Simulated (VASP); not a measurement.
# TiClF (P-6m2) in VASP: further runs, part 2 of 2

VASP 6.6.1. The steps go on from the part before.

## (3) Single point, PBE, collinear spin

This run uses another cell than the first one, of 21.40 Å³/atom.

INCAR

```
SYSTEM = TiClF
PREC = Accurate
ENCUT = 520
EDIFF = 1E-6
ISMEAR = 0
SIGMA = 0.1
LREAL = .FALSE.
LASPH = .TRUE.
NELM = 150
ALGO = Normal
ISIF = 2
LWAVE = .FALSE.
LCHARG = .TRUE.
ISPIN = 2
MAGMOM = 1 0 0
LORBIT = 11
LMAXMIX = 4
GGA = PE
LELF = .TRUE.
LVHAR = .TRUE.
NBANDS = 24
```

KPOINTS

```
Automatic mesh
0
G
  6 6 4
  0 0 0
```

POSCAR

```
TiClF
1.0
    3.9600669900      0.0000000000      0.0000000000
   -1.9800334900      3.4295186100      0.0000000000
    0.0000000000      0.0000000000      4.7262081600
Ti Cl F
1 1 1
Direct
    0.3333333300      0.6666666700      0.5000000000
    0.0000000000      0.0000000000      0.0000000000
    0.6666666700      0.3333333300      0.5000000000
```

Potentials or basis: VASP PAW PBE potentials, release 64 (Ti_sv, Cl, F).

Command:

```console
$ cat potpaw_PBE.64/Ti_sv/POTCAR potpaw_PBE.64/Cl/POTCAR potpaw_PBE.64/F/POTCAR > POTCAR
$ mpirun -np 1 vasp_std > vasp.out
```

OUTCAR:

```text
SYSTEM = TiClF
   PREC = Accurate
   ENCUT = 520
   EDIFF = 1E-6
   ISMEAR = 0
   LREAL = .FALSE.
   LASPH = .TRUE.
   NELM = 150
   ISIF = 2
   ISPIN = 2
   LORBIT = 11
   GGA = PE

 ion  position               nearest neighbor table
   1  0.333  0.667  0.500-   3 2.29   3 2.29   3 2.29
   2  0.000  0.000  0.000-
   3  0.667  0.333  0.500-   1 2.29   1 2.29   1 2.29

  LATTYP: Found a hexagonal cell.
 ALAT       =     3.9600669900
 C/A-ratio  =     1.1934667196

  Lattice vectors:

 A1 = (   3.9600669900,   0.0000000000,   0.0000000000)
 A2 = (  -1.9800334900,   3.4295186100,   0.0000000000)
 A3 = (   0.0000000000,   0.0000000000,   4.7262081600)

Analysis of symmetry for initial positions (statically):
=====================================================================
 Subroutine PRICEL returns:
 Original cell was already a primitive cell.

 Routine SETGRP: Setting up the symmetry group for a
[... 767 lines left out ...]
      6     -11.8737      1.00000
[... 556 lines left out ...]
     23      14.3162      0.00000
     24      15.9542      0.00000

------------------------ aborting loop because EDIFF is reached ----------------------------------------

  FORCE on cell =-STRESS in cart. coord.  units (eV):
  Direction    XX          YY          ZZ          XY          YZ          ZX
  --------------------------------------------------------------------------------------
  -------------------------------------------------------------------------------------
  Total       -4.1846317     -4.1846316     -3.6877307     -0.0000000      0.0000000      0.0000000
  in kB     -104.4526051   -104.4526049    -92.0494591     -0.0000002      0.0000000      0.0000000
  external PRESSURE =    -100.3182230 kB  Pullay stress =       0.0000000 kB

 VOLUME and BASIS-vectors are now :
 -----------------------------------------------------------------------------
  energy-cutoff  :      520.00
  volume of cell :       64.19
      direct lattice vectors                 reciprocal lattice vectors
     3.960066990  0.000000000  0.000000000     0.252520981  0.145793056  0.000000000
    -1.980033490  3.429518610  0.000000000     0.000000000  0.291586113  0.000000000
     0.000000000  0.000000000  4.726208160     0.000000000  0.000000000  0.211586110

 POSITION                                       TOTAL-FORCE (eV/Angst)
 -----------------------------------------------------------------------------------
     -0.00000      2.28635      2.36310        -0.000000      0.000000      0.000000
      0.00000      0.00000      0.00000        -0.000000      0.000000      0.000000
      1.98003      1.14317      2.36310         0.000000     -0.000000      0.000000
 -----------------------------------------------------------------------------------
    total drift:                               -0.000003      0.000002      0.000000

  FREE ENERGIE OF THE ION-ELECTRON SYSTEM (eV)
  ---------------------------------------------------
  free  energy   TOTEN  =       -15.8435901661 eV

  energy  without entropy=      -15.8199402048  energy(sigma->0) =      -15.83176519

 total charge

# of ion       s       p       d       tot
------------------------------------------
    1        2.066   5.989   1.870   9.925
    2        1.598   3.485   0.000   5.083
    3        1.737   4.325   0.000   6.062
--------------------------------------------------
tot          5.400  13.800   1.870  21.070

 magnetization (x)

# of ion       s       p       d       tot
------------------------------------------
    1        0.017   0.009   1.654   1.680
    2        0.005  -0.012   0.000  -0.007
    3        0.004  -0.012   0.000  -0.008
--------------------------------------------------
tot          0.026  -0.015   1.654   1.665
```

OSZICAR:

```text
N       E                     dE             d eps       ncg     rms          rms(c)
DAV:   1     0.260381804923E+03    0.26038E+03   -0.12395E+04  2016   0.107E+03
DAV:   2     0.854984957641E+01   -0.25183E+03   -0.23825E+03  2152   0.334E+02
DAV:   3    -0.174339331645E+02   -0.25984E+02   -0.25434E+02  3224   0.972E+01
[... 11 lines left out ...]
DAV:  15    -0.158435358612E+02    0.15150E-03   -0.30051E-04  2472   0.127E-01    0.484E-02
DAV:  16    -0.158435725920E+02   -0.36731E-04   -0.60350E-05  2424   0.496E-02    0.209E-02
DAV:  17    -0.158435881331E+02   -0.15541E-04   -0.41715E-05  2368   0.358E-02    0.786E-03
DAV:  18    -0.158435894850E+02   -0.13519E-05   -0.24366E-06  2192   0.124E-02    0.576E-03
DAV:  19    -0.158435901661E+02   -0.68107E-06   -0.16834E-06  1704   0.903E-03
   1 F= -.15843590E+02 E0= -.15831765E+02  d E =-.236500E-01  mag=     2.0000
```

Wall time 74 s (1 thread of Intel Xeon 8259CL, shared host); peak memory 0.23 GiB.

Results:

```
Free energy                                           : -15.8436 eV
Pressure                                              : -10.0 GPa
Band gap on the k mesh                                : zero (filled and empty bands overlap)
Net moment                                            : 2.00 μB per cell
Site moments                                          : Ti +1.68; Cl -0.01; F -0.01 μB
Valence electrons inside the program's atomic spheres : Ti 9.93; Cl 5.08; F 6.06
```

Stress tensor (GPa, compression positive):
```
-10.45   0.00   0.00
  0.00 -10.45   0.00
  0.00   0.00  -9.20
```

Levels at points of the mesh, in eV from the Fermi level:
Spin up:
```csv
k point,band 12,band 13,band 14,band 15,band 16,band 17
"(0.00, 0.00, 0.00)",-2.87,-0.92,0.06,0.08,0.08,0.67
"(0.50, 0.00, 0.00)",-3.13,-0.62,-0.33,-0.07,0.20,0.53
"(0.00, 0.00, 0.50)",-2.92,-0.67,0.16,0.16,0.56,0.56
"(0.50, 0.00, 0.50)",-3.33,-0.43,-0.18,0.12,0.16,0.33
```
Spin down:
```csv
k point,band 9,band 10,band 11,band 12,band 13,band 14,band 15,band 16
"(0.00, 0.00, 0.00)",-6.22,-3.54,-2.86,-2.86,0.83,1.20,1.20,1.36
"(0.50, 0.00, 0.00)",-6.03,-4.37,-3.80,-3.12,0.86,1.03,1.57,1.79
"(0.00, 0.00, 0.50)",-5.90,-4.66,-2.90,-2.90,1.24,1.24,1.75,2.04
"(0.50, 0.00, 0.50)",-6.23,-3.91,-3.88,-3.28,1.21,1.30,1.40,1.72
```

Caveat: the cell stands under tension; semilocal functionals often make such compounds metallic where correlation or magnetic order opens a gap, which also shifts bond lengths.

## (4) Relaxation of cell and atoms, PBE, collinear spin

This run uses another cell than the first one, of 21.40 Å³/atom.

INCAR

```
  PREC = Accurate
  ENCUT = 600
  EDIFF = 1E-6
  ISMEAR = 0
  SIGMA = 0.1
  LREAL = False
  LASPH = True
  NELM = 150
  ALGO = Normal
  ISIF = 3
  LWAVE = False
  LCHARG = False
  ISPIN = 2
  MAGMOM = 1 0 0
  LORBIT = 11
  LMAXMIX = 4
  GGA = PE
  IBRION = 2
  NSW = 90
  EDIFFG = -0.04
```

KPOINTS

```
regular mesh
0
Gamma
  6 6 4
```

POSCAR is that of step 3.

Potentials or basis: VASP PAW PBE potentials, release 64 (Ti_sv, Cl, F).

Command:

```console
$ cat potpaw_PBE.64/Ti_sv/POTCAR potpaw_PBE.64/Cl/POTCAR potpaw_PBE.64/F/POTCAR > POTCAR
$ mpirun -np 1 vasp_std > vasp.out
```

OUTCAR:

```text
PREC = Accurate
   ENCUT = 600
   EDIFF = 1E-6
   ISMEAR = 0
   LREAL = False
   LASPH = True
   NELM = 150
   ISIF = 3
   ISPIN = 2
   LORBIT = 11
   GGA = PE
   IBRION = 2
   NSW = 90
   EDIFFG = -0.04

 ion  position               nearest neighbor table
   1  0.333  0.667  0.500-   3 2.29   3 2.29   3 2.29
   2  0.000  0.000  0.000-
   3  0.667  0.333  0.500-   1 2.29   1 2.29   1 2.29

  LATTYP: Found a hexagonal cell.
 ALAT       =     3.9600669900
 C/A-ratio  =     1.1934667196

  Lattice vectors:

 A1 = (   3.9600669900,   0.0000000000,   0.0000000000)
 A2 = (  -1.9800334900,   3.4295186100,   0.0000000000)
 A3 = (   0.0000000000,   0.0000000000,   4.7262081600)

Analysis of symmetry for initial positions (statically):
=====================================================================
 Subroutine PRICEL returns:
 Original cell was already a primitive cell.

 Routine SETGRP: Setting up the symmetry group for a
 hexagonal supercell.

 Subroutine GETGRP returns: Found 12 space group operations
 (whereof 12 operations were pure point group operations)
 out of a pool of 24 trial point group operations.

[... 158 lines left out ...]
 spin polarized calculation
 Gauss-broadening in eV      SIGMA  =   0.10
  energy-cutoff  :      600.00
  volume of cell :       64.19
 maximum number of plane-waves:      2163
 NGX is ok and might be reduce to    32
   NGX = 15   NGY = 15   NGZ = 19

--------------------------------------- Ionic step        1  -------------------------------------------

 number of electron      25.9999998 magnetization       2.0000799

 Free energy of the ion-electron system (eV)
  ---------------------------------------------------
  ext. energy  EPLUGINS =         0.00000000
  ---------------------------------------------------
  free energy    TOTEN  =       -15.84566510 eV

  energy without entropy =      -15.82205351  energy(sigma->0) =      -15.83385931

 E-fermi :   3.5731     XC(G=0):  -8.7712

 val. band max:        3.5587613650   @ k =   0.3333   0.1667   0.5000
 cond. band min:       3.6030528130   @ k =   0.3333   0.3333   0.0000
 fundamental gap:      0.0442914480
 Fermi energy:         3.5730746254
[... 2037 lines left out ...]
--------------------------------------- Ionic step        8  -------------------------------------------

 number of electron      25.9999998 magnetization       1.9939069

 Free energy of the ion-electron system (eV)
  ---------------------------------------------------
  ext. energy  EPLUGINS =         0.00000000
  ---------------------------------------------------
  free energy    TOTEN  =       -16.58750566 eV

  energy without entropy =      -16.57719659  energy(sigma->0) =      -16.58235113

 E-fermi :   6.9154     XC(G=0): -10.1616

 val. band max:        6.8680462229   @ k =   0.1667   0.1667   0.0000
 cond. band min:       6.9444429004   @ k =   0.3333   0.3333   0.2500
 fundamental gap:      0.0763966775
 Fermi energy:         6.9154130869
[... 915 lines left out ...]
  FREE ENERGIE OF THE ION-ELECTRON SYSTEM (eV)
  ---------------------------------------------------
  free  energy   TOTEN  =       -16.5875056636 eV

  energy  without entropy=      -16.5771965920  energy(sigma->0) =      -16.58235113

 reached required accuracy - stopping structural energy minimisation

 total charge

# of ion       s       p       d       tot
------------------------------------------
    1        2.081   6.031   1.976  10.088
    2        1.605   3.518   0.000   5.124
    3        1.734   4.383   0.000   6.117
--------------------------------------------------
tot          5.420  13.933   1.976  21.328

 magnetization (x)

# of ion       s       p       d       tot
------------------------------------------
    1        0.011   0.011   1.643   1.665
    2        0.012  -0.026   0.000  -0.014
    3        0.002  -0.006   0.000  -0.004
--------------------------------------------------
tot          0.025  -0.020   1.643   1.647
```

OSZICAR:

```text
N       E                     dE             d eps       ncg     rms          rms(c)
DAV:   1     0.282032689601E+03    0.28203E+03   -0.14025E+04  1512   0.157E+03
DAV:   2     0.160660103762E+02   -0.26597E+03   -0.25951E+03  1672   0.427E+02
DAV:   3    -0.165226774218E+02   -0.32589E+02   -0.32135E+02  2320   0.133E+02
[... 98 lines left out ...]
DAV:   6    -0.165874474776E+02    0.69712E-04   -0.55003E-04  1928   0.195E-01    0.677E-02
DAV:   7    -0.165874983055E+02   -0.50828E-04   -0.16255E-04  1926   0.110E-01    0.286E-02
DAV:   8    -0.165875023041E+02   -0.39986E-05   -0.19979E-05  1644   0.464E-02    0.148E-02
DAV:   9    -0.165875053480E+02   -0.30439E-05   -0.71665E-06  1786   0.256E-02    0.572E-03
DAV:  10    -0.165875056636E+02   -0.31560E-06   -0.44595E-07  1156   0.726E-03
   8 F= -.16587506E+02 E0= -.16582351E+02  d E =-.379473E-01  mag=     1.9940
```

CONTCAR:

```text
TiClF
   1.00000000000000
     3.6678700018393720   -0.0000000004601384    0.0000000000000000
    -1.8339349966871068    3.1764685965129646   -0.0000000000000000
    -0.0000000000000000    0.0000000000000000    4.1215683963089642
  Ti              Cl              F
     1     1     1
Direct
     0.3333333300000021    0.6666666699999979    0.5000000000000000
     0.0000000000000000    0.0000000000000000    0.0000000000000000
     0.6666666699999979    0.3333333300000021    0.5000000000000000

  0.00000000E+00  0.00000000E+00  0.00000000E+00
  0.00000000E+00  0.00000000E+00  0.00000000E+00
  0.00000000E+00  0.00000000E+00  0.00000000E+00
```

It took 6.5 min on 1 thread of Intel Xeon 8259CL, shared host; peak memory 0.27 GiB.

Results:

* Free energy: -16.5875 eV
* Relaxed volume: 16.01 Å³/atom
* Relaxed cell: a = 3.668 Å, b = 3.668 Å, c = 4.122 Å, α = 90.00°, β = 90.00°, γ = 120.00°
* Space group after relaxing (to 0.1 Å): P-6m2 (No. 187)
* Energy gained by relaxing: 247.3 meV/atom
* Ionic steps: 8
* Pressure after relaxing: 0.1 GPa
* Band gap on the k mesh: zero (filled and empty bands overlap)
* Net moment: 1.99 μB per cell
* Site moments: Ti +1.67; Cl -0.01; F -0.00 μB
* Valence electrons inside the program's atomic spheres: Ti 10.09; Cl 5.12; F 6.12

Stress tensor (GPa, compression positive):
```
 0.29  0.00  0.00
 0.00  0.29  0.00
 0.00  0.00 -0.33
```

Step by step:
| step | energy change (eV) | largest force (eV/Å) | pressure (GPa) | volume (Å³) |
| --- | --- | --- | --- | --- |
| 1 | 0.0000 | 0.0000 | -10.03 | 64.19 |
| 2 | -0.6677 | 0.0000 | -3.71 | 52.53 |
| 3 | -0.6945 | 0.0000 | -2.10 | 51.01 |
| 4 | -0.6944 | 0.0000 | 2.04 | 48.07 |
| 5 | -0.7041 | 0.0000 | -0.22 | 49.56 |
| 6 | -0.7039 | 0.0000 | 0.14 | 49.29 |
| 7 | -0.7251 | 0.0000 | 0.08 | 48.84 |
| 8 | -0.7418 | 0.0000 | 0.08 | 48.02 |

Final structure:
```cif
data_structure
_symmetry_space_group_name_H-M 'P 1'
_symmetry_Int_Tables_number 1
_cell_length_a 3.6679
_cell_length_b 3.6679
_cell_length_c 4.1216
_cell_angle_alpha 90.000
_cell_angle_beta 90.000
_cell_angle_gamma 120.000
_cell_volume 48.02
loop_
_atom_site_label
_atom_site_type_symbol
_atom_site_fract_x
_atom_site_fract_y
_atom_site_fract_z
_atom_site_occupancy
Ti1 Ti 0.33333 0.66667 0.50000 1
Cl1 Cl 0.00000 0.00000 0.00000 1
F1 F 0.66667 0.33333 0.50000 1
```

Caveat: the volume moved by over 15 % at a fixed basis, so the end points are rough; semilocal functionals often make such compounds metallic where correlation or magnetic order opens a gap, which also shifts bond lengths.

## (5) Single point, PBE, collinear spin

INCAR

```
ALGO = Normal
EDIFF = 1E-6
ENCUT = 520
GGA = PE
ISIF = 2
ISMEAR = 0
ISPIN = 2
LASPH = True
LCHARG = False
LMAXMIX = 4
LORBIT = 11
LREAL = False
LWAVE = False
MAGMOM = 1.5 0 0
NBANDS = 24
NELM = 150
PREC = Accurate
SIGMA = 0.1
```

KPOINTS

```
k-points
0
Gamma
  12 12 12
```

POSCAR

```
TiClF
1.0
    3.6734959671      0.0000000000      0.0000000000
   -1.8367479835      3.1813408282      0.0000000000
    0.0000000000      0.0000000000      4.1039772778
Ti Cl F
1 1 1
Direct
    0.3333333333      0.6666666667      0.5000000000
    0.0000000000      0.0000000000      0.0000000000
    0.6666666667      0.3333333333      0.5000000000
```

Command:

```console
$ cat potpaw_PBE.64/Ti_sv/POTCAR potpaw_PBE.64/Cl/POTCAR potpaw_PBE.64/F/POTCAR > POTCAR
$ mpirun -np 1 vasp_std > vasp.out
```

Wall time 5.8 min (1 thread of Intel Xeon 8259CL, shared host); peak memory 0.36 GiB.

Results (log left out):

```yaml
Free_energy: -16.5650 eV
Pressure: 0.1 GPa
Band_gap_on_the_k_mesh: zero (filled and empty bands overlap)
Net_moment: 2.00 μB per cell
Site_moments: Ti +1.67; Cl -0.01; F -0.00 μB
Valence_electrons_inside_the_program's_atomic_spheres: Ti 10.09; Cl 5.12; F 6.12
```

Stress tensor (GPa, compression positive):
```
 0.20  0.00  0.00
 0.00  0.20  0.00
 0.00  0.00 -0.11
```

Levels at points of the mesh, in eV from the Fermi level:
Spin up:
```tsv
k point	band 10	band 11	band 12	band 13	band 14	band 15	band 16	band 17	band 18	band 19
(0.00, 0.00, 0.00)	-4.63	-4.27	-4.27	-0.82	-0.48	-0.48	0.67	1.33	1.33	5.91
(0.50, 0.00, 0.00)	-6.54	-5.37	-4.65	-0.74	-0.69	0.23	0.44	0.58	4.44	5.56
(0.00, 0.00, 0.50)	-6.72	-4.46	-4.46	-0.37	-0.37	0.14	1.04	1.04	3.57	4.91
(0.50, 0.00, 0.50)	-5.48	-5.41	-5.13	-0.13	0.16	0.17	0.36	0.44	3.79	4.71
```
Spin down:
```
           k point  band 9  band 10  band 11  band 12  band 13  band 14  band 15  band 16
(0.00, 0.00, 0.00)   -7.86    -4.60    -4.23    -4.23     0.16     1.46     1.62     1.62
(0.50, 0.00, 0.00)   -7.52    -6.40    -5.27    -4.59     0.44     1.23     1.26     1.84
(0.00, 0.00, 0.50)   -7.16    -6.52    -4.36    -4.36     1.28     1.57     1.57     2.19
(0.50, 0.00, 0.50)   -8.09    -5.38    -5.33    -4.96     1.36     1.61     1.63     1.81
```

Caveat: semilocal functionals often make such compounds metallic where correlation or magnetic order opens a gap, which also shifts bond lengths.

## (6) Overview

| task | cell | k mesh | cutoff (eV) | gap on the mesh (eV) | pressure (GPa) | moment (μB) |
| --- | --- | --- | --- | --- | --- | --- |
| single point | a = 3.672, b = 3.672, c = 4.102 Å, angles 90.0, 90.0, 120.0°, 3 atoms | 6 × 6 × 4 | 520 | none | 0.1 | 1.99 |
| single point | a = 3.960, b = 3.960, c = 4.726 Å, angles 90.0, 90.0, 120.0°, 3 atoms | 6 × 6 × 4 | 520 | none | -10.0 | 2.00 |
| relaxation of cell and atoms | relaxed from a = 3.960, b = 3.960, c = 4.726 Å, angles 90.0, 90.0, 120.0°, 3 atoms | 6 × 6 × 4 | 600 | none | 0.1 | 1.99 |
| single point | a = 3.673, b = 3.673, c = 4.104 Å, angles 90.0, 90.0, 120.0°, 3 atoms | 12 × 12 × 12 | 520 | none | 0.1 | 2.00 |

Alike in all rows: level PBE; potentials or basis VASP PAW PBE potentials, release 64 (Ti_sv, Cl, F); spin collinear; smearing gaussian 0.1 eV.

Caveats: some runs use coarse meshes; semilocal functionals often make such compounds metallic where correlation or magnetic order opens a gap, which also shifts bond lengths; the cell stands under tension (at least some runs); the volume moved by over 15 % at a fixed basis, so the end points are rough (at least some runs).

Absolute energies hang on the potentials; compare differences alone.
